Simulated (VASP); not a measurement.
# SiO2 (P1) in VASP: single point with PBE

Aim: the single point of SiO2 with PBE.

Everything below comes from runs of VASP 6.6.1. Logs are shortened: lines on timing, memory, paths and dates and some standing lists are left out, and cuts for length are marked.

## (1) The cell of the first run

The typed cell holds 24 atoms: a = 7.108 Å, b = 7.108 Å, c = 7.372 Å, α = 90.00°, β = 90.00°, γ = 90.00°.

## (2) Single point, PBE

File INCAR:

```
SYSTEM = SiO2
  ALGO = Normal
  EDIFF = 1E-6
  ENCUT = 600
  GGA = PE
  GGA_COMPAT = .FALSE.
  ISIF = 2
  ISMEAR = 0
  LASPH = .TRUE.
  LCHARG = .TRUE.
  LELF = .TRUE.
  LREAL = .FALSE.
  LVHAR = .TRUE.
  LWAVE = .FALSE.
  NBANDS = 82
  NELM = 120
  PREC = Accurate
  SIGMA = 0.02
```

File KPOINTS:

```
Automatic mesh
0
Gamma
  2 2 2
  0.5 0.5 0.5
```

File POSCAR:

```
SiO2
1.0
   -5.0262973975      5.0262973975      0.0000000000
    5.0262973975      5.0262973975      0.0000000000
    0.0000000000      0.0000000000     -7.3717410235
Si O
8 16
Direct
    0.5003031857     -0.0010124230      0.5000206097
    1.0002617929     -0.0011800734     -0.0001388842
    1.0003830612      0.4990921773      0.4999636022
    0.5002132471      0.4986989394      0.0001123051
    0.7505294431      0.2489035391      0.2500422193
    0.2501539833      0.2489597668      0.7499388432
    0.2503388304      0.7490084889      0.2499378504
    0.7501547221      0.7487391085      0.7500392565
    0.5795049356      0.1701524310      0.3752508768
    0.0788300094      0.1699783152      0.8746750187
    0.0791527504      0.6704062481      0.3750808618
    0.5790005159      0.6697775216      0.8749733778
    0.6714924660      0.4199578765      0.1250174605
    0.1715220662      0.4203758300      0.6251069787
    0.1716071071      0.9200450253      0.1246925096
    0.6712101210      0.9200113053      0.6252520239
    0.8292536576      0.0776543774      0.1250718149
    0.3289698851      0.0779299533      0.6247470128
    0.3291268382      0.5776138745      0.1251841149
    0.8290324531      0.5777015625      0.6248792226
    0.9218197678      0.3278998082      0.3748129370
    0.4212356174      0.3274759202      0.8752492831
    0.4215577920      0.8279344957      0.3748231206
    0.9213421416      0.8275396726      0.8750445264
```

Potentials or basis: VASP PAW PBE potentials, release 64 (Si, O).

Command:

```
cat potpaw_PBE.64/Si/POTCAR potpaw_PBE.64/O/POTCAR > POTCAR
mpirun -np 1 vasp_std > vasp.out
```

OUTCAR:

```text
SYSTEM = SiO2
   EDIFF = 1E-6
   ENCUT = 600
   GGA = PE
   ISIF = 2
   ISMEAR = 0
   LASPH = .TRUE.
   LREAL = .FALSE.
   NELM = 120
   PREC = Accurate

 ion  position               nearest neighbor table
   1  0.500  0.999  0.500-   9 1.63  16 1.63  23 1.63  18 1.63   7 3.12   6 3.12   5 3.12   8 3.12

   2  0.000  0.999  1.000-  17 1.63  24 1.63  10 1.63  15 1.63   6 3.12   7 3.12   8 3.12   5 3.12

   3  0.000  0.499  0.500-  20 1.63  21 1.63  11 1.63  14 1.63   6 3.12   7 3.12   8 3.12   5 3.12

   4  0.500  0.499  0.000-  13 1.63  12 1.63  19 1.63  22 1.63   6 3.12   7 3.12   5 3.12   8 3.12

   5  0.751  0.249  0.250-   9 1.63  13 1.63  17 1.63  21 1.63   3 3.12   2 3.12   4 3.12   1 3.12

   6  0.250  0.249  0.750-  18 1.63  22 1.63  10 1.63  14 1.63   3 3.12   2 3.12   4 3.12   1 3.12

   7  0.250  0.749  0.250-  23 1.63  19 1.63  15 1.63  11 1.63   3 3.12   2 3.12   4 3.12   1 3.12

   8  0.750  0.749  0.750-  16 1.63  12 1.63  24 1.63  20 1.63   3 3.12   2 3.12   4 3.12   1 3.12

   9  0.580  0.170  0.375-   5 1.63   1 1.63
  10  0.079  0.170  0.875-   2 1.63   6 1.63
  11  0.079  0.670  0.375-   7 1.63   3 1.63
  12  0.579  0.670  0.875-   8 1.63   4 1.63
  13  0.671  0.420  0.125-   4 1.63   5 1.63
  14  0.172  0.420  0.625-   6 1.63   3 1.63
[... 8 lines left out ...]
  23  0.422  0.828  0.375-   1 1.63   7 1.63
  24  0.921  0.828  0.875-   2 1.63   8 1.63

  LATTYP: Found a simple tetragonal cell.
 ALAT       =     7.1082579481
 C/A-ratio  =     1.0370671798

  Lattice vectors:

 A1 = (  -5.0262973975,   5.0262973975,   0.0000000000)
 A2 = (   5.0262973975,   5.0262973975,   0.0000000000)
 A3 = (   0.0000000000,   0.0000000000,  -7.3717410235)

Analysis of symmetry for initial positions (statically):
=====================================================================
 Subroutine PRICEL returns:
 Original cell was already a primitive cell.

 Routine SETGRP: Setting up the symmetry group for a
 simple tetragonal supercell.

 Subroutine GETGRP returns: Found  1 space group operations
 (whereof  1 operations were pure point group operations)
 out of a pool of 16 trial point group operations.

The static configuration has the point symmetry C_1 .

Analysis of symmetry for dynamics (positions and initial velocities):
=====================================================================
 Subroutine PRICEL returns:
 Original cell was already a primitive cell.

 Routine SETGRP: Setting up the symmetry group for a
 simple tetragonal supercell.

 Subroutine GETGRP returns: Found  1 space group operations
 (whereof  1 operations were pure point group operations)
 out of a pool of 16 trial point group operations.

The dynamic configuration has the point symmetry C_1 .

 Subroutine INISYM returns: Found  1 space group operations
 (whereof  1 operations are pure point group operations),
 and found     1 'primitive' translations

----------------------------------------------------------------------------------------

                                     Primitive cell

  volume of cell :     372.4744

  direct lattice vectors                    reciprocal lattice vectors
    -5.026297397  5.026297397  0.000000000    -0.099476804  0.099476804  0.000000000
     5.026297397  5.026297397  0.000000000     0.099476804  0.099476804  0.000000000
     0.000000000  0.000000000 -7.371741024     0.000000000  0.000000000 -0.135653165

  length of vectors
     7.108257948  7.108257948  7.371741024     0.140681445  0.140681445  0.135653165

  position of ions in fractional coordinates (direct lattice)
     0.500303186  0.998987577  0.500020610
     0.000261793  0.998819927  0.999861116
     0.000383061  0.499092177  0.499963602
     0.500213247  0.498698939  0.000112305
     0.750529443  0.248903539  0.250042219
     0.250153983  0.248959767  0.749938843
[... 16 lines left out ...]
     0.421557792  0.827934496  0.374823121
     0.921342142  0.827539673  0.875044526

  ion indices of the primitive-cell ions
   primitive index   ion index
                 1           1
                 2           2
                 3           3
                 4           4
                 5           5
                 6           6
[... 16 lines left out ...]
                23          23
                24          24

----------------------------------------------------------------------------------------

 KPOINTS: Automatic mesh

Automatic generation of k-mesh.
 Grid dimensions read from file:
 generate k-points for:    2    2    2

 Generating k-lattice:

  Cartesian coordinates                     Fractional coordinates (reciprocal lattice)
    -0.049738402  0.049738402  0.000000000     0.500000000  0.000000000  0.000000000
     0.049738402  0.049738402  0.000000000     0.000000000  0.500000000  0.000000000
     0.000000000  0.000000000 -0.067826582     0.000000000  0.000000000  0.500000000

  Length of vectors
     0.070340723  0.070340723  0.067826582

  Shift w.r.t. Gamma in fractional coordinates (k-lattice)
     0.500000000  0.500000000  0.500000000

 Subroutine IBZKPT returns following result:
 ===========================================

 Found      4 irreducible k-points:

 Following reciprocal coordinates:
            Coordinates               Weight
  0.250000  0.250000  0.250000      2.000000
 -0.250000  0.250000  0.250000      2.000000
 -0.250000 -0.250000  0.250000      2.000000
  0.250000 -0.250000  0.250000      2.000000
   k-points           NKPTS =      4   k-points in BZ     NKDIM =      4   number of bands    NBANDS=     82
   number of dos      NEDOS =    301   number of ions     NIONS =     24
   total plane-waves  NPLWV = 216000
   dimension x,y,z NGX =    60 NGY =   60 NGZ =   60
   dimension x,y,z NGXF=   120 NGYF=  120 NGZF=  120
   ions per type =               8  16
   NGX,Y,Z   is equivalent  to a cutoff of  14.03, 14.03, 13.53 a.u.
   NGXF,Y,Z  is equivalent  to a cutoff of  28.07, 28.07, 27.06 a.u.
 SYSTEM =  SiO2
   PREC   = accura    normal or accurate (medium, high low for compatibility)
   ISTART =      0    job   : 0-new  1-cont  2-samecut
   ICHARG =      2    charge: 1-file 2-atom 10-const
   ISPIN  =      1    spin polarized calculation?
   LNONCOLLINEAR =      F non collinear calculations
   LSORBIT =      F    spin-orbit coupling
   LASPH  =      T    aspherical Exc in radial PAW
   ENCUT  =  600.0 eV  44.10 Ry    6.64 a.u.  14.20 14.20 14.72*2*pi/ulx,y,z
   NELM   =    120;   NELMIN=  2; NELMDL= -5     # of ELM steps
   EDIFF  = 0.1E-05   stopping-criterion for ELM
   LREAL  =      F    real-space projection
   EDIFFG = 0.1E-04   stopping-criterion for IOM
   NSW    =      0    number of steps for IOM
   IBRION =     -1    ionic relax: 0-MD 1-quasi-New 2-CG
   NFREE  =      0    steps in history (QN), initial steepest desc. (CG)
   ISIF   =      2    stress and relaxation
   ISYM   =      2    0-nonsym 1-usesym 2-fastsym
   POTIM  = 0.5000    time-step for ionic-motion
   TEBEG  =    0.0;   TEEND  =   0.0 temperature during run
   PSTRESS=    0.0 pullay stress
   NELECT =     128.0000    total number of electrons
   NUPDOWN=      -1.0000    fix difference up-down
   EMIN   =  10.00;   EMAX   =-10.00  energy-range for DOS
   EFERMI =   0.00;   METHOD = LEGACY
   ISMEAR =     0;   SIGMA  =   0.02  broadening in eV -4-tet -1-fermi 0-gaus
   EFERMI_NEDOS =   21; number of points for ismear=-14 and -15
   IALGO  =     38    algorithm
   IMIX   =      4    mixing-type and parameters
     AMIX     =   0.40;   BMIX     =  1.00
     AMIX_MAG =   1.60;   BMIX_MAG =  1.00
  volume/ion in A,a.u.               =      15.52       104.73
  Fermi-wavevector in a.u.,A,eV,Ry     =   1.146690  2.166930 17.890272  1.314898
  Thomas-Fermi vector in A             =   2.283373
   LORBIT       =      0    0 simple, 1 ext, 2 COOP (PROOUT), +10 PAW based schemes
   GGA     = PE    functional components
   LHFCALC =     F    Hartree Fock is set to
   AEXX    =    0.0000 exact exchange contribution
   IVDW    =     0    specifies the selected vdW correction
   LEPSILON=     F    determine dielectric tensor
   LRPA    =     F    only Hartree local field effects (RPA)
 non-spin polarized calculation
 Gauss-broadening in eV      SIGMA  =   0.02
  energy-cutoff  :      600.00
  volume of cell :      372.47
 maximum number of plane-waves:     12419
 NGX is ok and might be reduce to    60
   NGX = 29   NGY = 29   NGZ = 29

 number of electron     127.9999928 magnetization

 Free energy of the ion-electron system (eV)
  ---------------------------------------------------
  ext. energy  EPLUGINS =         0.00000000
  ---------------------------------------------------
  free energy    TOTEN  =      -190.02903244 eV

  energy without entropy =     -190.02903244  energy(sigma->0) =     -190.02903244

 E-fermi :  -0.5536     XC(G=0):  -8.0112

 val. band max:       -0.7267634035   @ k =   0.2500   0.2500   0.2500
 cond. band min:       5.9551869409   @ k =  -0.2500  -0.2500   0.2500
 fundamental gap:      6.6819503444
 Fermi energy:        -0.5536446720

 k-point     1 :       0.2500    0.2500    0.2500
  band No.  band energies     occupation
      1     -19.5686      2.00000
      2     -19.1909      2.00000
      3     -19.1909      2.00000
      4     -19.1878      2.00000
      5     -18.5098      2.00000
      6     -18.5098      2.00000
[... 68 lines left out ...]
     75       8.9094      0.00000
     76       8.9094      0.00000

 k-point     2 :      -0.2500    0.2500    0.2500
  band No.  band energies     occupation
      1     -19.5686      2.00000
      2     -19.1909      2.00000
      3     -19.1909      2.00000
      4     -19.1878      2.00000
      5     -18.5098      2.00000
      6     -18.5098      2.00000
[... 68 lines left out ...]
     75       8.9094      0.00000
     76       8.9096      0.00000

 k-point     3 :      -0.2500   -0.2500    0.2500
  band No.  band energies     occupation
      1     -19.5686      2.00000
      2     -19.1909      2.00000
      3     -19.1909      2.00000
      4     -19.1878      2.00000
      5     -18.5098      2.00000
      6     -18.5097      2.00000
[... 68 lines left out ...]
     75       8.9097      0.00000
     76       8.9098      0.00000

 k-point     4 :       0.2500   -0.2500    0.2500
  band No.  band energies     occupation
      1     -19.5686      2.00000
      2     -19.1909      2.00000
      3     -19.1909      2.00000
      4     -19.1878      2.00000
      5     -18.5098      2.00000
      6     -18.5098      2.00000
[... 68 lines left out ...]
     75       8.9096      0.00000
     76       8.9097      0.00000
 [bands above 76 left out]

------------------------ aborting loop because EDIFF is reached ----------------------------------------

  FORCE on cell =-STRESS in cart. coord.  units (eV):
  Direction    XX          YY          ZZ          XY          YZ          ZX
  --------------------------------------------------------------------------------------
  -------------------------------------------------------------------------------------
  Total       -0.2139678     -0.2136651     -0.0645292     -0.0015548      0.0077508      0.0025555
  in kB       -0.9203703     -0.9190684     -0.2775685     -0.0066878      0.0333397      0.0109923
  external PRESSURE =      -0.7056691 kB  Pullay stress =       0.0000000 kB

 VOLUME and BASIS-vectors are now :
 -----------------------------------------------------------------------------
  energy-cutoff  :      600.00
  volume of cell :      372.47
      direct lattice vectors                 reciprocal lattice vectors
    -5.026297397  5.026297397  0.000000000    -0.099476804  0.099476804  0.000000000
     5.026297397  5.026297397  0.000000000     0.099476804  0.099476804  0.000000000
     0.000000000  0.000000000 -7.371741024     0.000000000  0.000000000 -0.135653165

 POSITION                                       TOTAL-FORCE (eV/Angst)
 -----------------------------------------------------------------------------------
      2.50654      7.53588     -3.68602        -0.000150      0.000592      0.000070
      5.01905      5.02168     -7.37072        -0.000431     -0.000366     -0.000635
      2.50666      2.51051     -3.68560         0.000305      0.000125     -0.000113
     -0.00761      5.02083     -0.00083         0.000699      0.000011      0.000544
     -2.52132      5.02345     -1.84325        -0.000054     -0.000322      0.000417
     -0.00600      2.50869     -5.52835        -0.000876     -0.000725     -0.000583
[... 16 lines left out ...]
      2.04257      6.28032     -2.76310         0.007343      0.000126     -0.000088
     -0.47148      8.79040     -6.45060         0.007790     -0.000480     -0.000898
 -----------------------------------------------------------------------------------
    total drift:                               -0.001111     -0.000525      0.000076

  FREE ENERGIE OF THE ION-ELECTRON SYSTEM (eV)
  ---------------------------------------------------
  free  energy   TOTEN  =      -190.0290324423 eV

  energy  without entropy=     -190.0290324423  energy(sigma->0) =     -190.02903244
```

Run time: 5.3 min. Hardware: 1 thread of Oxide Virtual Turin-like, shared host; peak memory 0.49 GiB.

What came out:

```yaml
Free_energy: -190.0290 eV
Pressure: -0.1 GPa
Largest_force: 0.009 eV/Å
Band_gap_on_the_k_mesh: 6.68 eV
```

Forces in eV/Å, atoms in the order of the input:
```
Si   0.000  0.001  0.000
Si   0.000  0.000 -0.001
Si   0.000  0.000  0.000
Si   0.001  0.000  0.001
Si   0.000  0.000  0.000
Si  -0.001 -0.001 -0.001
Si  -0.001  0.001  0.000
Si   0.001  0.000  0.000
O   -0.006  0.000  0.000
O   -0.008  0.000 -0.001
O   -0.008 -0.001  0.000
O   -0.007  0.000  0.000
O    0.000 -0.007  0.001
O    0.000 -0.008  0.000
O    0.000 -0.007  0.000
O   -0.001 -0.007  0.001
O    0.001  0.008  0.000
O   -0.001  0.007 -0.001
O    0.000  0.007  0.000
O    0.001  0.008  0.001
O    0.007  0.000  0.000
O    0.007  0.001  0.001
O    0.007  0.000  0.000
O    0.008  0.000 -0.001
```

Levels at points of the mesh, in eV from the valence-band top:
| k point | band 60 | band 61 | band 62 | band 63 | band 64 | band 65 | band 66 | band 67 | band 68 | band 69 |
| --- | --- | --- | --- | --- | --- | --- | --- | --- | --- | --- |
| (0.25, 0.25, 0.25) | -0.15 | -0.13 | -0.13 | -0.11 | 0.00 | 6.68 | 8.26 | 8.32 | 8.32 | 9.22 |

Caveat: a shifted mesh leaves out Γ, where band edges can lie.
